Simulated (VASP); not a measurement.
Input of a VASP 6.6.1 run:

The input INCAR:

```
SYSTEM = ZrBrN
PREC     = Accurate       ! precision mode
ENCUT    = 520            ! plane-wave cutoff, eV
EDIFF    = 1E-7           ! SCF threshold, eV
ISMEAR   = -1             ! smearing method
SIGMA    = 0.1            ! smearing width, eV
LREAL    = .FALSE.        ! projectors in reciprocal space
LASPH    = .TRUE.         ! aspherical terms in the spheres
NELM     = 80             ! most SCF steps
ALGO     = Normal         ! electronic algorithm
ISIF     = 2              ! what is computed and relaxed
LWAVE    = .FALSE.        ! write WAVECAR
LCHARG   = .FALSE.        ! write CHGCAR
GGA      = PE             ! functional
NBANDS   = 33             ! bands
```

Contents of KPOINTS:

```
Automatic mesh
0
G
  3 3 3
  0 0 0
```

Contents of POSCAR:

```
ZrBrN
1.0
    4.9922920000     -0.1195740000      0.8498000000
    0.6790880000      5.7006440000      1.1916060000
   -0.4413180000     -0.6880300000      4.4875750000
Br N Zr
2 2 2
Direct
    0.8431026542      0.0544329275      0.8905695752
    0.5975010069      0.4900334019      0.7878339420
    0.2121234753      0.2968707437      0.7945510685
    0.9548674759      0.1031641120      0.3843663101
    0.4726251357      0.9382252562      0.4259472689
    0.0571205469      0.5415031739      0.2925594621
```

Potentials or basis: VASP PAW PBE potentials, release 64 (Br, N, Zr_sv).

The run is started by

```console
$ cat potpaw_PBE.64/Br/POTCAR potpaw_PBE.64/N/POTCAR potpaw_PBE.64/Zr_sv/POTCAR > POTCAR
$ mpirun -np 1 vasp_std > vasp.out
```

Predict the band gap on the k mesh.

zero (band 24 reaches 5.13 eV, above the bottom of band 25 at 4.97 eV).

What does it give for the largest force?

3.219 eV/Å.

Predict the pressure.

-13.6 GPa.

Forces on the atoms (eV/Å):
```
Br  -0.251 -2.889  0.377
Br  -0.391  3.177 -0.336
N    0.455  1.278 -0.458
N    0.724 -0.467 -0.457
Zr  -0.422  1.263  1.056
Zr  -0.115 -2.362 -0.183
```

Caveat: the k points lie up to 0.46 Å⁻¹ apart.
